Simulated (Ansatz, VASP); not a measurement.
**Hf in VASP and in Ansatz**

The input INCAR:

```
SYSTEM = Hf
PREC     = Accurate       ! precision mode
ENCUT    = 500            ! plane-wave cutoff, eV
EDIFF    = 1E-6           ! SCF threshold, eV
ISMEAR   = 0              ! smearing method
SIGMA    = 0.15           ! smearing width, eV
LREAL    = .False.        ! projectors in reciprocal space
LASPH    = .True.         ! aspherical terms in the spheres
NELM     = 120            ! most SCF steps
ALGO     = Normal         ! electronic algorithm
ISIF     = 2              ! what is computed and relaxed
LWAVE    = .False.        ! write WAVECAR
LCHARG   = .True.         ! write CHGCAR
GGA      = PS             ! functional
LELF     = .True.         ! ELF
LVHAR    = .True.       
NBANDS   = 11             ! bands
GGA_COMPAT= .False.
```

Contents of KPOINTS:

```
regular mesh
0
Gamma
  20 20 20
  0 0 0
```

POSCAR

```
Hf
1.0
    0.2785466645      2.3676466487      2.3676466487
    2.3676466487      0.2785466645      2.3676466487
    2.3676466487      2.3676466487      0.2785466645
Hf
1
Direct
    0.0000000000      0.0000000000      0.0000000000
```

Input for Ansatz:

```yaml
crystal:
  lattice:
    - [0.2785466645, 2.3676466487, 2.3676466487]
    - [2.3676466487, 0.2785466645, 2.3676466487]
    - [2.3676466487, 2.3676466487, 0.2785466645]
  atoms:
    - { symbol: Hf, position: [0.0, 0.0, 0.0] }
basis:
  ecutwfc: 420
kpoints:
  mp_grid: { grid: [20, 20, 20] }
hamiltonian:
  xc: pbesol
scf:
  occupations: { method: gaussian, width: 0.15 }
output:
  forces: true
  stress: true
  eigenvalues: true
```

Alike in both runs: task single point; functional PBEsol; k mesh 20 × 20 × 20; occupations gaussian, width 0.15 eV; no spin polarisation.

|  | VASP | Ansatz |
| --- | --- | --- |
| version | VASP 6.6.1 | Ansatz 0.2.0 |
| potentials or method | VASP PAW PBE potentials, release 64 (Hf_pv), cutoff 500 eV | scalar-relativistic, plane waves, PAW |
| valence electrons in the cell | 10 | 26 |

|  | VASP | Ansatz | Ansatz less VASP |
| --- | --- | --- | --- |
| gap on the k mesh at the Fermi level (eV) | none | none | - |
| pressure (GPa) | -1.3 | -1.0 | +0.29 |
| traceless stress, the component that is largest in VASP (GPa) | -4.93 | -4.92 | +0.005 |

VASP's potentials were made for PBE, not for PBEsol. A gap of «none» marks a metal or a gap that the smearing closes. With one functional, cell and mesh, what is left measures potentials, basis and numerics. VASP's potentials hold 10 valence electrons a cell and Ansatz's 26, so a difference there can come from the potentials and not from the codes.

Spin-orbit coupling is off throughout.
